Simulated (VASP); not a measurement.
# ZrO2 (P4_2/nmc) in VASP: notebook, part 2 of 2

VASP 6.6.1. Earlier steps stand in the parts before.

## 4. Vibrations by perturbation theory, PBEsol (10.75 Å³/atom)

This run uses another cell than the first one, of 10.75 Å³/atom.

The input, INCAR:

```
SYSTEM = ZrO2
PREC = Accurate
ENCUT = 600
EDIFF = 1E-8
ISMEAR = 0
SIGMA = 0.01
LREAL = .FALSE.
LASPH = .TRUE.
NELM = 120
ALGO = Normal
ISIF = 2
LWAVE = .FALSE.
LCHARG = .FALSE.
GGA = PS
NBANDS = 33
IBRION = 8
NSW = 1
GGA_COMPAT = .FALSE.
```

The input, KPOINTS:

```
Automatic mesh
0
G
  6 6 4
  0 0 0
```

The input, POSCAR:

```
ZrO2
1.0
    3.5482675201      0.0000000000      0.0000000000
    0.0000000000      3.5482675201      0.0000000000
    0.0000000000      0.0000000000      5.1248682846
Zr O
2 4
Direct
    0.0000000000      0.0000000000      0.0000000000
    0.5000000000      0.5000000000      0.5000000000
    0.0000000000      0.5000000000      0.2078463754
    0.0000000000      0.5000000000      0.7078463754
    0.5000000000      0.0000000000      0.2921536246
    0.5000000000      0.0000000000      0.7921536246
```

Potentials or basis: VASP PAW PBE potentials, release 64 (Zr_sv, O).

On the command line:

```console
$ cat potpaw_PBE.64/Zr_sv/POTCAR potpaw_PBE.64/O/POTCAR > POTCAR
$ mpirun -np 1 vasp_std > vasp.out
```

OUTCAR:

```text
SYSTEM = ZrO2
   PREC = Accurate
   ENCUT = 600
   EDIFF = 1E-8
   ISMEAR = 0
   LREAL = .FALSE.
   LASPH = .TRUE.
   NELM = 120
   ISIF = 2
   GGA = PS
   IBRION = 8
   NSW = 1

 ion  position               nearest neighbor table
   1  0.000  0.000  0.000-   3 2.07   6 2.07   3 2.07   6 2.07   5 2.32   4 2.32   5 2.32   4 2.32
                             2 3.59   2 3.59   2 3.59   2 3.59   2 3.59   2 3.59   2 3.59   2 3.59
   2  0.500  0.500  0.500-   4 2.07   5 2.07   5 2.07   4 2.07   3 2.32   6 2.32   3 2.32   6 2.32
                             1 3.59   1 3.59   1 3.59   1 3.59   1 3.59   1 3.59   1 3.59   1 3.59
   3  0.000  0.500  0.208-   1 2.07   1 2.07   2 2.32   2 2.32
   4  0.000  0.500  0.708-   2 2.07   2 2.07   1 2.32   1 2.32
   5  0.500  0.000  0.292-   2 2.07   2 2.07   1 2.32   1 2.32
[... 1147 lines left out ...]
  2X     0.412655    0.000000    0.000000   -9.652121    0.000000    0.000000   -1.005969    0.000000    0.000000    8.415097    0.000000    0.000000    1.056930    0.000000    0.000000    0.773408    0.000000    0.000000
  2Y     0.000000    0.412655    0.000000    0.000000   -9.652121    0.000000    0.000000    0.773408    0.000000    0.000000    1.056930    0.000000    0.000000    8.415097    0.000000    0.000000   -1.005969    0.000000
  2Z     0.000000    0.000000   15.968432    0.000000    0.000000  -26.222804    0.000000    0.000000   -0.760416    0.000000    0.000000    5.887602    0.000000    0.000000    5.887602    0.000000    0.000000   -0.760416
  3X     1.044101    0.000000    0.000000   -1.013360    0.000000    0.000000   -7.227608    0.000000    0.000000    0.956523    0.000000    0.000000    5.831100    0.000000    0.000000    0.409243    0.000000    0.000000
  3Y     0.000000    8.409856    0.000000    0.000000    0.770271    0.000000    0.000000  -17.908643    0.000000    0.000000    0.950779    0.000000    0.000000    7.370785    0.000000    0.000000    0.406952    0.000000
  3Z     0.000000    0.000000    5.889085    0.000000    0.000000   -0.760041    0.000000    0.000000  -13.955135    0.000000    0.000000    9.224523    0.000000    0.000000   -1.682444    0.000000    0.000000    1.284012
  4X     0.770271    0.000000    0.000000    8.409856    0.000000    0.000000    0.950779    0.000000    0.000000  -17.908643    0.000000    0.000000    0.406952    0.000000    0.000000    7.370785    0.000000    0.000000
  4Y     0.000000   -1.013360    0.000000    0.000000    1.044101    0.000000    0.000000    0.956523    0.000000    0.000000   -7.227608    0.000000    0.000000    0.409243    0.000000    0.000000    5.831100    0.000000
  4Z     0.000000    0.000000   -0.760041    0.000000    0.000000    5.889085    0.000000    0.000000    9.224523    0.000000    0.000000  -13.955135    0.000000    0.000000    1.284012    0.000000    0.000000   -1.682444
  5X    -1.013360    0.000000    0.000000    1.044101    0.000000    0.000000    5.831100    0.000000    0.000000    0.409243    0.000000    0.000000   -7.227608    0.000000    0.000000    0.956523    0.000000    0.000000
  5Y     0.000000    0.770271    0.000000    0.000000    8.409856    0.000000    0.000000    7.370785    0.000000    0.000000    0.406952    0.000000    0.000000  -17.908643    0.000000    0.000000    0.950779    0.000000
  5Z     0.000000    0.000000   -0.760041    0.000000    0.000000    5.889085    0.000000    0.000000   -1.682444    0.000000    0.000000    1.284012    0.000000    0.000000  -13.955135    0.000000    0.000000    9.224523
  6X     8.409856    0.000000    0.000000    0.770271    0.000000    0.000000    0.406952    0.000000    0.000000    7.370785    0.000000    0.000000    0.950779    0.000000    0.000000  -17.908643    0.000000    0.000000
  6Y     0.000000    1.044101    0.000000    0.000000   -1.013360    0.000000    0.000000    0.409243    0.000000    0.000000    5.831100    0.000000    0.000000    0.956523    0.000000    0.000000   -7.227608    0.000000
  6Z     0.000000    0.000000    5.889085    0.000000    0.000000   -0.760041    0.000000    0.000000    1.284012    0.000000    0.000000   -1.682444    0.000000    0.000000    9.224523    0.000000    0.000000  -13.955135

 Eigenvectors and eigenvalues of the dynamical matrix
 ----------------------------------------------------

   1 f  =   19.984547 THz   125.566614 2PiTHz  666.612746 cm-1    82.649410 meV
             X         Y         Z           dx          dy          dz
      0.000000  0.000000  0.000000    -0.000000   -0.000000    0.000000
      1.774134  1.774134  2.562434     0.000000    0.000000    0.000000
      0.000000  1.774134  1.065185     0.000000    0.000000   -0.500000
      0.000000  1.774134  3.627619    -0.000000   -0.000000    0.500000
      1.774134  0.000000  1.497249    -0.000000   -0.000000   -0.500000
      1.774134  0.000000  4.059683     0.000000    0.000000    0.500000
[... 145 lines left out ...]
  18 f/i=    0.009779 THz     0.061444 2PiTHz    0.326194 cm-1     0.040443 meV
             X         Y         Z           dx          dy          dz
      0.000000  0.000000  0.000000    -0.547391    0.264212    0.000000
      1.774134  1.774134  2.562434    -0.547391    0.264212    0.000000
      0.000000  1.774134  1.065185    -0.230589    0.110821    0.000000
      0.000000  1.774134  3.627619    -0.229598    0.111299    0.000000
      1.774134  0.000000  1.497249    -0.230589    0.110821    0.000000
      1.774134  0.000000  4.059683    -0.229598    0.111299    0.000000

--------------------------------------------------------------------------------------------------------

 ELASTIC MODULI CONTR FROM IONIC RELAXATION (kBar)
 Direction    XX          YY          ZZ          XY          YZ          ZX
 --------------------------------------------------------------------------------
 XX        -758.2640    284.6561   -552.3034      0.0000      0.0000      0.0000
 YY         284.6561   -758.2640   -552.3034      0.0000     -0.0000     -0.0000
 ZZ        -552.3034   -552.3034  -1288.1500      0.0000      0.0000     -0.0000
 XY           0.0000      0.0000      0.0000      0.0000      0.0000      0.0000
 YZ           0.0000     -0.0000      0.0000      0.0000   -644.3974      0.0000
 ZX           0.0000     -0.0000     -0.0000      0.0000      0.0000   -655.0237
 --------------------------------------------------------------------------------
```

OSZICAR:

```text
N       E                     dE             d eps       ncg     rms          rms(c)
DAV:   1     0.463437197209E+03    0.46344E+03   -0.29714E+04  1980   0.168E+03
DAV:   2    -0.397917571071E+02   -0.50323E+03   -0.47972E+03  2536   0.434E+02
DAV:   3    -0.695959081788E+02   -0.29804E+02   -0.29623E+02  2869   0.999E+01
DAV:   4    -0.711074595873E+02   -0.15116E+01   -0.15095E+01  2896   0.174E+01
[... 137 lines left out ...]
RMM:  21    -0.376545458439E+00   -0.31205E-07    0.18236E-06  7291   0.488E-04    0.607E-07
RMM:  22    -0.376545463906E+00   -0.54666E-08    0.17595E-06  7242   0.487E-04    0.191E-07
RMM:  23    -0.376545481541E+00   -0.17636E-07    0.15753E-06  6855   0.487E-04    0.149E-07
RMM:  24    -0.376545478112E+00    0.34293E-08    0.15951E-06  6590   0.486E-04    0.146E-07
RMM:  25    -0.376545482840E+00   -0.47280E-08    0.15404E-06  6663   0.486E-04    0.926E-08
 Linear response finished
```

Run time: 16 min. Hardware: 1 thread of Intel Xeon Platinum 8488C (Sapphire Rapids), shared host; peak memory 0.57 GiB.

What came out:

```
Highest phonon frequency at Γ, LO-TO splitting left out : 667 cm⁻¹
```

Phonon frequencies in cm⁻¹ (negative: imaginary):
| q point | frequencies |
| --- | --- |
| (0.000, 0.000, 0.000) | 0 0 0 148 148 156 156 271 327 343 454 454 471 471 602 661 661 667 |

Caveat: the cell stands under pressure or tension, which shifts response properties; the PAW data sets were made with another functional, which shifts forces and pressure a little.
